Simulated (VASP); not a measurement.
# WS2 (R3m) in VASP: a series of runs, part 2 of 2

VASP 6.6.1. Earlier steps stand in the parts before.

### Step 3. Single point, PBEsol+D3(BJ)

This run uses another cell than the first one, of 13.64 Å³/atom.

File INCAR:

```
ALGO = Normal ; EDIFF = 1E-6
ENCUT = 520 ; GGA = PS
ISIF = 2 ; ISMEAR = 0
IVDW = 12 ; LASPH = True
LCHARG = False ; LREAL = False
LWAVE = False ; NBANDS = 20
NELM = 80 ; PREC = Accurate
SIGMA = 0.05
```

File KPOINTS:

```
k-points
0
Gamma
  12 12 12
```

File POSCAR:

```
WS2
1.0
    1.5369000000      0.8873296287      5.0013000000
   -1.5369000000      0.8873296287      5.0013000000
    0.0000000000     -1.7746592574      5.0013000000
W S
1 2
Direct
    0.9993605138      0.9993605138      0.9993605138
    0.7554704513      0.7554704513      0.7554704513
    0.5764690349      0.5764690349      0.5764690349
```

Potentials or basis: VASP PAW PBE potentials, release 64 (W_sv, S).

Launch:

```bash
cat potpaw_PBE.64/W_sv/POTCAR potpaw_PBE.64/S/POTCAR > POTCAR
mpirun -np 1 vasp_std > vasp.out
```

OUTCAR:

```text
EDIFF = 1E-6
   ENCUT = 520
   GGA = PS
   ISIF = 2
   ISMEAR = 0
   IVDW = 12
   LASPH = True
   LREAL = False
   NELM = 80
   PREC = Accurate
 IVDW          = 12

 ion  position               nearest neighbor table
   1  0.999  0.999  0.999-   2 2.22   2 2.22   2 2.22   3 2.23   3 2.23   3 2.23
   2  0.755  0.755  0.755-   1 2.22   1 2.22   1 2.22   3 2.69
   3  0.576  0.576  0.576-   1 2.23   1 2.23   1 2.23   2 2.69

  LATTYP: Found a trigonal (rhomboedric) cell.
 ALAT       =     5.3068274110
 COS(alpha) =     0.8322543413

  Lattice vectors:

 A1 = (   1.5369000000,   0.8873296287,   5.0013000000)
 A2 = (  -1.5369000000,   0.8873296287,   5.0013000000)
 A3 = (   0.0000000000,  -1.7746592574,   5.0013000000)

Analysis of symmetry for initial positions (statically):
=====================================================================
 Subroutine PRICEL returns:
 Original cell was already a primitive cell.

 Routine SETGRP: Setting up the symmetry group for a
 trigonal (rhombohedral) supercell.

 Subroutine GETGRP returns: Found  6 space group operations
 (whereof  6 operations were pure point group operations)
[... 163 lines left out ...]

  energy without entropy =      -23.25291652  energy(sigma->0) =      -23.25310434

 E-fermi :  11.8889     XC(G=0): -12.5694

 val. band max:       11.8854340166   @ k =   0.4167   0.4167   0.3333
 cond. band min:      11.8972766820   @ k =   0.2500   0.2500   0.1667
 fundamental gap:      0.0118426654
 Fermi energy:        11.8888529160

 k-point     1 :       0.0000    0.0000    0.0000
  band No.  band energies     occupation
      1     -63.1567      2.00000
      2     -27.6631      2.00000
      3     -27.4726      2.00000
      4     -27.4726      2.00000
      5      -6.4760      2.00000
      6      -2.1847      2.00000
[... 541 lines left out ...]
     19      19.5841      0.00000
     20      20.8758      0.00000

 [... further k-points ...]

------------------------ aborting loop because EDIFF is reached ----------------------------------------

 Edisp (eV)   -1.51793

 E8    (eV) :    -0.9862

  FORCE on cell =-STRESS in cart. coord.  units (eV):
  Direction    XX          YY          ZZ          XY          YZ          ZX
  --------------------------------------------------------------------------------------
  -------------------------------------------------------------------------------------
  Total      11.00009    11.00009    20.42701     0.00000    -0.00000     0.00000
  in kB     430.66729   430.66729   799.74342     0.00000    -0.00000     0.00000
  external pressure =      553.69 kB  Pullay stress =        0.00 kB

 VOLUME and BASIS-vectors are now :
 -----------------------------------------------------------------------------
  energy-cutoff  :      520.00
  volume of cell :       40.92
      direct lattice vectors                 reciprocal lattice vectors
     1.536900000  0.887329629  5.001300000     0.325330210  0.187829484  0.066649338
    -1.536900000  0.887329629  5.001300000    -0.325330210  0.187829484  0.066649338
     0.000000000 -1.774659257  5.001300000     0.000000000 -0.375658969  0.066649338

 POSITION                                       TOTAL-FORCE (eV/Angst)
 -----------------------------------------------------------------------------------
      0.00000      0.00000     14.99431         0.000000      0.000000      0.041347
      0.00000      0.00000     11.33500         0.000000      0.000000      6.072136
      0.00000      0.00000      8.64928         0.000000     -0.000000     -6.113483
 -----------------------------------------------------------------------------------
    total drift:                                0.000000     -0.000000     -0.000091

  FREE ENERGIE OF THE ION-ELECTRON SYSTEM (eV)
  ---------------------------------------------------
  free  energy   TOTEN  =       -24.7712198774 eV

  energy  without entropy=      -24.7708442290  energy(sigma->0) =      -24.77103205
```

OSZICAR:

```text
N       E                     dE             d eps       ncg     rms          rms(c)
DAV:   1     0.205171409877E+03    0.20517E+03   -0.13334E+04  7560   0.135E+03
DAV:   2    -0.139282831243E+02   -0.21910E+03   -0.21180E+03  8548   0.364E+02
DAV:   3    -0.241882658530E+02   -0.10260E+02   -0.10131E+02  9340   0.736E+01
DAV:   4    -0.243193062014E+02   -0.13104E+00   -0.13090E+00  8956   0.871E+00
DAV:   5    -0.243209803369E+02   -0.16741E-02   -0.16740E-02  9260   0.105E+00    0.425E+01
DAV:   6    -0.233868072974E+02    0.93417E+00   -0.27465E+00  8452   0.127E+01    0.195E+01
DAV:   7    -0.232698083980E+02    0.11700E+00   -0.50548E-01  7876   0.443E+00    0.584E+00
DAV:   8    -0.232566116752E+02    0.13197E-01   -0.11114E-01  8836   0.221E+00    0.170E+00
DAV:   9    -0.232535330243E+02    0.30787E-02   -0.85778E-03  9056   0.653E-01    0.779E-01
DAV:  10    -0.232532823169E+02    0.25071E-03   -0.33861E-03  8708   0.371E-01    0.171E-01
DAV:  11    -0.232532894873E+02   -0.71704E-05   -0.10053E-04  8768   0.813E-02    0.405E-02
DAV:  12    -0.232532911765E+02   -0.16892E-05   -0.47411E-06  8888   0.171E-02    0.176E-02
DAV:  13    -0.232532921775E+02   -0.10010E-05   -0.91575E-07  6360   0.729E-03    0.416E-03
DAV:  14    -0.232532921677E+02    0.98030E-08   -0.59806E-08  4556   0.199E-03
   1 F= -.24771220E+02 E0= -.24771032E+02  d E =-.375648E-03
```

stdout:

```text
POSCAR found type information on POSCAR W S
 POSCAR found :  2 types and       3 ions
 scaLAPACK will be used
 -----------------------------------------------------------------------------
|                                                                             |
|                                                                             |
|     You enforced a specific xc type in the INCAR file but a different       |
|     I HOPE YOU KNOW WHAT YOU ARE DOING!                                     |
|                                                                             |
 -----------------------------------------------------------------------------

 LDA part: xc-table for (Slater+PW92), standard interpolation
 POSCAR, INCAR and KPOINTS ok, starting setup
 FFT: planning ... GRIDC
 FFT: planning ... GRID_SOFT
 FFT: planning ... GRID
 WAVECAR not read
 entering main loop
```

Run time: 3.8 min. Hardware: 1 thread of Intel Xeon Platinum 8259CL at 2.50GHz (Skylake/Cascade Lake), shared host; peak memory 0.35 GiB.

What came out:

| Quantity | Value |
| --- | --- |
| Free energy | -24.7712 eV |
| Pressure | 55.4 GPa |
| Largest force | 6.113 eV/Å |
| Band gap on the k mesh | zero (bands 13 and 14 overlap by 1.28 eV) |
| Dispersion energy per atom | -0.506 eV |

Forces on the atoms (eV/Å):
```
W    0.000  0.000  0.041
S    0.000  0.000  6.072
S    0.000  0.000 -6.113
```

Levels at points of the mesh, in eV from the Fermi level:
```
           k point  band 11  band 12  band 13  band 14  band 15  band 16
(0.00, 0.00, 0.00)    -4.30    -1.33     0.07     1.25     1.25     2.94
(0.50, 0.00, 0.00)    -3.12    -2.88    -2.34     1.50     2.03     3.07
(0.50, 0.50, 0.00)    -3.90    -3.89    -2.62     1.22     2.05     2.86
(0.50, 0.50, 0.50)    -4.13    -4.13     0.82     1.64     1.64     2.22
```

Caveat: the cell stands under pressure; the PAW data sets were made with another functional, which shifts forces and pressure a little; spin-orbit coupling is left out, which moves the levels of the heavy elements.

### Step 4. Single point, PBEsol+D3(BJ)

This run uses another cell than the first one, of 14.06 Å³/atom.

File INCAR:

```
SYSTEM = WS2
ALGO = Normal ; EDIFF = 1E-7
ENCUT = 520 ; GGA = PS
ISIF = 2 ; ISMEAR = 0
IVDW = 12 ; LASPH = .TRUE.
LCHARG = .FALSE. ; LREAL = .FALSE.
LWAVE = .FALSE. ; NBANDS = 20
NELM = 80 ; PREC = Accurate
SIGMA = 0.05
```

File KPOINTS:

```
k-points
0
G
  12 12 12
  0 0 0
```

File POSCAR:

```
WS2
1.0
    1.5602910595      0.9008344632      5.0013000000
   -1.5602910595      0.9008344632      5.0013000000
    0.0000000000     -1.8016689264      5.0013000000
W S
1 2
Direct
    0.9993605138      0.9993605138      0.9993605138
    0.7554704513      0.7554704513      0.7554704513
    0.5764690349      0.5764690349      0.5764690349
```

Launch:

```bash
cat potpaw_PBE.64/W_sv/POTCAR potpaw_PBE.64/S/POTCAR > POTCAR
mpirun -np 1 vasp_std > vasp.out
```

Wall time 3.8 min (1 thread of Intel Xeon Platinum 8259CL at 2.50GHz (Skylake/Cascade Lake), shared host); peak memory 0.34 GiB.

Results (log left out):

| Quantity | Value |
| --- | --- |
| Free energy | -25.0632 eV |
| Pressure | 44.3 GPa |
| Largest force | 5.409 eV/Å |
| Band gap on the k mesh | zero (bands 13 and 14 overlap by 1.27 eV) |
| Dispersion energy per atom | -0.491 eV |

Forces on the atoms (eV/Å):
```
W    0.000  0.000  0.045
S    0.000  0.000  5.364
S    0.000  0.000 -5.409
```

Stress tensor (GPa, compression positive):
```
31.59  0.00  0.00
 0.00 31.59  0.00
 0.00  0.00 69.64
```

Levels at points of the mesh, in eV from the Fermi level:
```tsv
k point	band 10	band 11	band 12	band 13	band 14	band 15	band 16	band 17
(0.00, 0.00, 0.00)	-4.24	-4.24	-1.08	0.20	1.22	1.22	2.88	2.88
(0.50, 0.00, 0.00)	-6.28	-3.15	-2.76	-2.17	1.39	1.81	3.10	3.56
(0.50, 0.50, 0.00)	-5.87	-3.92	-3.68	-2.54	1.10	1.82	2.89	5.06
(0.50, 0.50, 0.50)	-4.56	-4.06	-4.06	0.76	1.60	1.60	2.17	2.17
```

Caveat: the cell stands under pressure; the PAW data sets were made with another functional, which shifts forces and pressure a little; spin-orbit coupling is left out, which moves the levels of the heavy elements.

### Step 5. Single point, PBEsol+D3(BJ)

This run uses another cell than the first one, of 14.48 Å³/atom.

File INCAR:

```
PREC = Accurate ; ENCUT = 520
EDIFF = 1E-6 ; ISMEAR = 0
SIGMA = 0.05 ; LREAL = F
LASPH = T ; NELM = 100
ALGO = Normal ; ISIF = 2
LWAVE = F ; LCHARG = F
GGA = PS ; IVDW = 12
NBANDS = 20
```

File KPOINTS:

```
Automatic mesh
0
Gamma
  12 12 12
```

File POSCAR:

```
WS2
1.0
    1.5837000000      0.9143496213      5.0013000000
   -1.5837000000      0.9143496213      5.0013000000
    0.0000000000     -1.8286992426      5.0013000000
W S
1 2
Direct
    0.9993605138      0.9993605138      0.9993605138
    0.7554704513      0.7554704513      0.7554704513
    0.5764690349      0.5764690349      0.5764690349
```

Launch:

```bash
cat potpaw_PBE.64/W_sv/POTCAR potpaw_PBE.64/S/POTCAR > POTCAR
mpirun -np 1 vasp_std > vasp.out
```

Run time: 3.6 min. Hardware: 1 thread of Intel Xeon Platinum 8259CL at 2.50GHz (Skylake/Cascade Lake), shared host; peak memory 0.34 GiB.

It converged, with:

- Free energy: -25.2747 eV
- Pressure: 34.4 GPa
- Largest force: 4.725 eV/Å
- Band gap on the k mesh: zero (bands 13 and 14 overlap by 1.23 eV)
- Dispersion energy per atom: -0.476 eV

Forces in eV/Å, atoms in the order of the input:
```
W    0.000  0.000  0.065
S    0.000  0.000  4.659
S    0.000  0.000 -4.725
```

Stress tensor (GPa, compression positive):
```
21.61  0.00  0.00
 0.00 21.61  0.00
 0.00  0.00 59.98
```

Levels at points of the mesh, in eV from the Fermi level:
```tsv
k point	band 10	band 11	band 12	band 13	band 14	band 15	band 16	band 17
(0.00, 0.00, 0.00)	-4.13	-4.13	-0.81	0.35	1.22	1.22	2.85	2.85
(0.50, 0.00, 0.00)	-6.06	-3.15	-2.59	-1.98	1.34	1.65	3.16	3.54
(0.50, 0.50, 0.00)	-5.66	-3.90	-3.44	-2.42	1.04	1.65	2.94	5.18
(0.50, 0.50, 0.50)	-4.29	-3.94	-3.94	0.73	1.61	1.61	2.16	2.16
```

Caveat: the cell stands under pressure; the PAW data sets were made with another functional, which shifts forces and pressure a little; spin-orbit coupling is left out, which moves the levels of the heavy elements.

### Step 6. Summary

| cell | gap on the mesh (eV) | pressure (GPa) | largest force (eV/Å) |
| --- | --- | --- | --- |
| a = 5.298 Å, angles 33.2°, 3 atoms | none | 67.9 | 6.87 |
| a = 5.307 Å, angles 33.7°, 3 atoms | none | 55.4 | 6.11 |
| a = 5.316 Å, angles 34.1°, 3 atoms | none | 44.3 | 5.41 |
| a = 5.325 Å, angles 34.6°, 3 atoms | none | 34.4 | 4.72 |

Alike in all rows: task single point; level PBEsol+D3(BJ); potentials or basis VASP PAW PBE potentials, release 64 (W_sv, S); no spin polarisation; k mesh 12 × 12 × 12; cutoff (eV) 520; smearing gaussian 0.05 eV.

Caveats: the cell stands under pressure; the PAW data sets were made with another functional, which shifts forces and pressure a little; spin-orbit coupling is left out, which moves the levels of the heavy elements.

Total energies depend on the potentials used, so only differences within one code and one set of settings carry meaning.
